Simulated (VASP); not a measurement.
# W (I4/mmm) in VASP: notebook, part 2 of 3

VASP 6.6.1. Earlier steps stand in the parts before.

### 3 Single point, PBE (strain +0.000 along x and y, -0.015 along z)

Contents of INCAR:

```
PREC     = Accurate       # precision mode
ENCUT    = 520            # plane-wave cutoff, eV
EDIFF    = 1E-6           # SCF threshold, eV
ISMEAR   = 0              # smearing method
SIGMA    = 0.15           # smearing width, eV
LREAL    = F              # projectors in reciprocal space
LASPH    = T              # aspherical terms in the spheres
NELM     = 80             # most SCF steps
ALGO     = Fast           # electronic algorithm
ISIF     = 2              # what is computed and relaxed
LWAVE    = F              # write WAVECAR
LCHARG   = F              # write CHGCAR
GGA      = PE             # functional
NBANDS   = 13             # bands
```

Contents of KPOINTS:

```
regular mesh
0
Gamma
  26 26 26
```

Contents of POSCAR:

```
W
1.0
   -1.5917793224      1.5917793224      1.5679026326
    1.5917793224     -1.5917793224      1.5679026326
    1.5917793224      1.5917793224     -1.5679026326
W
1
Direct
    0.0000000000      0.0000000000      0.0000000000
```

Potentials or basis: VASP PAW PBE potentials, release 64 (W_sv).

On the command line:

```
$ cat potpaw_PBE.64/W_sv/POTCAR > POTCAR
$ mpirun -np 1 vasp_std > vasp.out
```

OUTCAR:

```text
PREC = Accurate
   ENCUT = 520
   EDIFF = 1E-6
   ISMEAR = 0
   LREAL = F
   LASPH = T
   NELM = 80
   ISIF = 2
   GGA = PE

 ion  position               nearest neighbor table
   1  0.000  0.000  0.000-

  LATTYP: Found a body centered tetragonal cell.
 ALAT       =     3.1835586448
 C/A-ratio  =     0.9850000000

  Lattice vectors:

 A1 = (  -1.5917793224,   1.5917793224,   1.5679026326)
 A2 = (   1.5917793224,  -1.5917793224,   1.5679026326)
 A3 = (   1.5917793224,   1.5917793224,  -1.5679026326)

Analysis of symmetry for initial positions (statically):
=====================================================================
 Subroutine PRICEL returns:
 Original cell was already a primitive cell.

 Routine SETGRP: Setting up the symmetry group for a
 body centered tetragonal supercell.

 Subroutine GETGRP returns: Found 16 space group operations
 (whereof 16 operations were pure point group operations)
 out of a pool of 16 trial point group operations.

The static configuration has the point symmetry D_4h.

Analysis of symmetry for dynamics (positions and initial velocities):
=====================================================================
 Subroutine PRICEL returns:
 Original cell was already a primitive cell.

 Routine SETGRP: Setting up the symmetry group for a
 body centered tetragonal supercell.

 Subroutine GETGRP returns: Found 16 space group operations
 (whereof 16 operations were pure point group operations)
 out of a pool of 16 trial point group operations.

The dynamic configuration has the point symmetry D_4h.

 Subroutine INISYM returns: Found 16 space group operations
 (whereof 16 operations are pure point group operations),
 and found     1 'primitive' translations

----------------------------------------------------------------------------------------

                                     Primitive cell

  volume of cell :      15.8908

  direct lattice vectors                    reciprocal lattice vectors
    -1.591779322  1.591779322  1.567902633     0.000000000  0.314113893  0.318897353
     1.591779322 -1.591779322  1.567902633     0.314113893  0.000000000  0.318897353
     1.591779322  1.591779322 -1.567902633     0.314113893  0.314113893  0.000000000

  length of vectors
     2.743326719  2.743326719  2.743326719     0.447619325  0.447619325  0.444224128

  position of ions in fractional coordinates (direct lattice)
     0.000000000  0.000000000  0.000000000

  ion indices of the primitive-cell ions
   primitive index   ion index
                 1           1

----------------------------------------------------------------------------------------

 KPOINTS: regular mesh

Automatic generation of k-mesh.
 Grid dimensions read from file:
 generate k-points for:   26   26   26

 Generating k-lattice:

  Cartesian coordinates                     Fractional coordinates (reciprocal lattice)
     0.000000000  0.012081304  0.012265283     0.038461538  0.000000000  0.000000000
     0.012081304  0.000000000  0.012265283     0.000000000  0.038461538  0.000000000
     0.012081304  0.012081304  0.000000000     0.000000000  0.000000000  0.038461538

  Length of vectors
     0.017216128  0.017216128  0.017085543

  Shift w.r.t. Gamma in fractional coordinates (k-lattice)
     0.000000000  0.000000000  0.000000000

 Subroutine IBZKPT returns following result:
 ===========================================

 Found   1330 irreducible k-points:

 Following reciprocal coordinates:
            Coordinates               Weight
  0.000000  0.000000  0.000000      1.000000
  0.038462  0.000000 -0.000000      8.000000
  0.076923  0.000000 -0.000000      8.000000
  0.115385  0.000000 -0.000000      8.000000
  0.153846  0.000000 -0.000000      8.000000
  0.192308  0.000000 -0.000000      8.000000
[... 16 lines left out ...]
  0.346154  0.038462 -0.000000     16.000000
  0.384615  0.038462 -0.000000     16.000000
 [... further k-points ...]
   k-points           NKPTS =   1330   k-points in BZ     NKDIM =   1330   number of bands    NBANDS=     13
   number of dos      NEDOS =    301   number of ions     NIONS =      1
   total plane-waves  NPLWV =   8000
   dimension x,y,z NGX =    20 NGY =   20 NGZ =   20
   dimension x,y,z NGXF=    40 NGYF=   40 NGZF=   40
   ions per type =               1
   NGX,Y,Z   is equivalent  to a cutoff of  12.12, 12.12, 12.12 a.u.
   NGXF,Y,Z  is equivalent  to a cutoff of  24.24, 24.24, 24.24 a.u.
 SYSTEM =  unknown system
   PREC   = accura    normal or accurate (medium, high low for compatibility)
   ISTART =      0    job   : 0-new  1-cont  2-samecut
   ICHARG =      2    charge: 1-file 2-atom 10-const
   ISPIN  =      1    spin polarized calculation?
   LNONCOLLINEAR =      F non collinear calculations
   LSORBIT =      F    spin-orbit coupling
   LASPH  =      T    aspherical Exc in radial PAW
   ENCUT  =  520.0 eV  38.22 Ry    6.18 a.u.   5.10  5.10  5.10*2*pi/ulx,y,z
   NELM   =     80;   NELMIN=  2; NELMDL= -5     # of ELM steps
   EDIFF  = 0.1E-05   stopping-criterion for ELM
   LREAL  =      F    real-space projection
   EDIFFG = 0.1E-04   stopping-criterion for IOM
   NSW    =      0    number of steps for IOM
   IBRION =     -1    ionic relax: 0-MD 1-quasi-New 2-CG
   NFREE  =      0    steps in history (QN), initial steepest desc. (CG)
   ISIF   =      2    stress and relaxation
   ISYM   =      2    0-nonsym 1-usesym 2-fastsym
   POTIM  = 0.5000    time-step for ionic-motion
   TEBEG  =    0.0;   TEEND  =   0.0 temperature during run
   PSTRESS=    0.0 pullay stress
   NELECT =      14.0000    total number of electrons
   NUPDOWN=      -1.0000    fix difference up-down
   EMIN   =  10.00;   EMAX   =-10.00  energy-range for DOS
   EFERMI =   0.00;   METHOD = LEGACY
   ISMEAR =     0;   SIGMA  =   0.15  broadening in eV -4-tet -1-fermi 0-gaus
   EFERMI_NEDOS =   21; number of points for ismear=-14 and -15
   IALGO  =     68    algorithm
   IMIX   =      4    mixing-type and parameters
     AMIX     =   0.40;   BMIX     =  1.00
     AMIX_MAG =   1.60;   BMIX_MAG =  1.00
  volume/ion in A,a.u.               =      15.89       107.24
  Fermi-wavevector in a.u.,A,eV,Ry     =   1.569408  2.965751 33.511721  2.463042
  Thomas-Fermi vector in A             =   2.671295
   LORBIT       =      0    0 simple, 1 ext, 2 COOP (PROOUT), +10 PAW based schemes
   GGA     = PE    functional components
   LHFCALC =     F    Hartree Fock is set to
   AEXX    =    0.0000 exact exchange contribution
   IVDW    =     0    specifies the selected vdW correction
   LEPSILON=     F    determine dielectric tensor
   LRPA    =     F    only Hartree local field effects (RPA)
 non-spin polarized calculation
 RMM-DIIS sequential band-by-band and
 Gauss-broadening in eV      SIGMA  =   0.15
  energy-cutoff  :      520.00
  volume of cell :       15.89
 maximum number of plane-waves:       444
   NGX = 11   NGY = 11   NGZ = 11

 number of electron      14.0000003 magnetization

 Free energy of the ion-electron system (eV)
  ---------------------------------------------------
  ext. energy  EPLUGINS =         0.00000000
  ---------------------------------------------------
  free energy    TOTEN  =       -12.95031765 eV

  energy without entropy =      -12.94526377  energy(sigma->0) =      -12.94779071

 E-fermi :  11.4158     XC(G=0): -13.6269

 val. band max:       11.4114793697   @ k =  -0.1154   0.1923   0.1154
 cond. band min:      11.4185102084   @ k =  -0.3077   0.3077   0.2692
 fundamental gap:      0.0070308386
 Fermi energy:        11.4157745785

 k-point     1 :       0.0000    0.0000    0.0000
  band No.  band energies     occupation
      1     -62.7792      2.00000
      2     -26.3469      2.00000
      3     -26.3469      2.00000
      4     -26.3399      2.00000
      5       1.7844      2.00000
      6      10.0509      2.00000
      7      10.2529      2.00000
      8      10.2529      2.00000
      9      13.5248      0.00000
     10      13.7975      0.00000
     11      25.8241      0.00000
     12      25.8241      0.00000
     13      26.1191      0.00000
[... 353 lines left out ...]
 k-point    24 :       0.3846    0.0385   -0.0000
  band No.  band energies     occupation
      1     -62.6571      2.00000
      2     -27.5109      2.00000
      3     -26.7357      2.00000
      4     -26.3636      2.00000
      5       5.2280      2.00000
      6       7.9637      2.00000
      7      10.9058      2.00000
      8      13.6506      0.00000
      9      14.4828      0.00000
     10      16.4731      0.00000
     11      23.5606      0.00000
     12      23.7309      0.00000
     13      29.6348      0.00000

 [... further k-points ...]
[... 5 lines left out ...]
  --------------------------------------------------------------------------------------
  -------------------------------------------------------------------------------------
  Total        0.3635659      0.3635659      0.8486433      0.0000000      0.0000000     -0.0000000
  in kB       36.6563287     36.6563287     85.5639815      0.0000000      0.0000000     -0.0000000
  external PRESSURE =      52.9588796 kB  Pullay stress =       0.0000000 kB

 VOLUME and BASIS-vectors are now :
 -----------------------------------------------------------------------------
  energy-cutoff  :      520.00
  volume of cell :       15.89
      direct lattice vectors                 reciprocal lattice vectors
    -1.591779322  1.591779322  1.567902633     0.000000000  0.314113893  0.318897353
     1.591779322 -1.591779322  1.567902633     0.314113893  0.000000000  0.318897353
     1.591779322  1.591779322 -1.567902633     0.314113893  0.314113893  0.000000000

 POSITION                                       TOTAL-FORCE (eV/Angst)
 -----------------------------------------------------------------------------------
      0.00000      0.00000      0.00000         0.000000     -0.000000      0.000000
 -----------------------------------------------------------------------------------
    total drift:                                0.000000     -0.000000      0.000000

  FREE ENERGIE OF THE ION-ELECTRON SYSTEM (eV)
  ---------------------------------------------------
  free  energy   TOTEN  =       -12.9503176480 eV

  energy  without entropy=      -12.9452637722  energy(sigma->0) =      -12.94779071
```

Wall time 2.8 min (1 thread of Intel Xeon Platinum 8259CL at 2.50GHz (Skylake/Cascade Lake), shared host); peak memory 0.35 GiB.

Results:

```
Free energy            : -12.9503 eV
Pressure               : 5.3 GPa
Band gap on the k mesh : zero (band 7 reaches 16.54 eV, above the bottom of band 8 at 10.23 eV)
```

Stress tensor (GPa, compression positive):
```
3.67 0.00 0.00
0.00 3.67 0.00
0.00 0.00 8.56
```

Levels at points of the mesh, in eV from the Fermi level:
| k point | band 4 | band 5 | band 6 | band 7 | band 8 | band 9 | band 10 | band 11 |
| --- | --- | --- | --- | --- | --- | --- | --- | --- |
| (0.00, 0.00, 0.00) | -37.76 | -9.63 | -1.36 | -1.16 | -1.16 | 2.11 | 2.38 | 14.41 |
| (0.50, 0.00, 0.00) | -37.77 | -6.27 | -3.63 | 0.70 | 2.21 | 3.18 | 6.13 | 11.08 |
| (0.50, 0.50, 0.00) | -37.76 | -6.27 | -3.42 | 0.58 | 1.96 | 3.03 | 6.09 | 10.96 |
| (0.50, 0.50, 0.50) | -38.63 | -5.84 | -5.80 | 5.12 | 5.12 | 5.18 | 8.08 | 8.08 |

Caveat: the cell differs from its parent crystal (strain +0.000 along x and y, -0.015 along z); spin-orbit coupling is left out, which moves the levels of the heavy elements.

(Continued in part 3 of 3.)
